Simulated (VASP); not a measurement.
Write the native input for VASP 6.6.1 that does the following.

```
Task                   : single point
Functional             : PBE
Potentials or basis    : VASP PAW PBE potentials, release 64 (Hg)
Cutoff                 : 520 eV
k mesh                 : 15 × 15 × 4
Occupations            : gaussian, width 0.1 eV
Spin                   : no spin polarisation
Dipole correction      : no
Further INCAR settings : ALGO = Normal; EDIFF = 1e-07; NBANDS = 32
```

The structure of Hg lies in POSCAR:

```
Hg
1.0
    3.5899308152      0.0000000000      0.0000000000
   -1.7949654076      3.1089712837      0.0000000000
    0.0000000000      0.0000000000     11.2441382458
Hg
4
Direct
    0.0000000000      0.0000000000      0.0000000000
    0.3333333333      0.6666666667      0.2500000000
    0.0000000000      0.0000000000      0.5000000000
    0.6666666667      0.3333333333      0.7500000000
```

The input as run:

INCAR

```
SYSTEM = Hg
ALGO = Normal
EDIFF = 1E-7
ENCUT = 520
GGA = PE
ISIF = 2
ISMEAR = 0
LASPH = .True.
LCHARG = .False.
LREAL = .False.
LWAVE = .False.
NBANDS = 32
NELM = 100
PREC = Accurate
SIGMA = 0.1
```

KPOINTS

```
k-points
0
Gamma
  15 15 4
  0 0 0
```

Potentials or basis: VASP PAW PBE potentials, release 64 (Hg).

Run with:

```console
$ cat potpaw_PBE.64/Hg/POTCAR > POTCAR
$ mpirun -np 1 vasp_std > vasp.out
```

It gave:

| Quantity | Value |
| --- | --- |
| Pressure | 0.0 GPa |
| Band gap on the k mesh | 0.27 eV, indirect (least direct gap 0.83 eV) |

Caveat: spin-orbit coupling is left out, which moves the levels of the heavy elements.

Wall time 2.1 min on 1 thread of Intel(R) Xeon(R) 6975P-C (Granite Rapids) (shared host), peak memory 0.39 GiB.
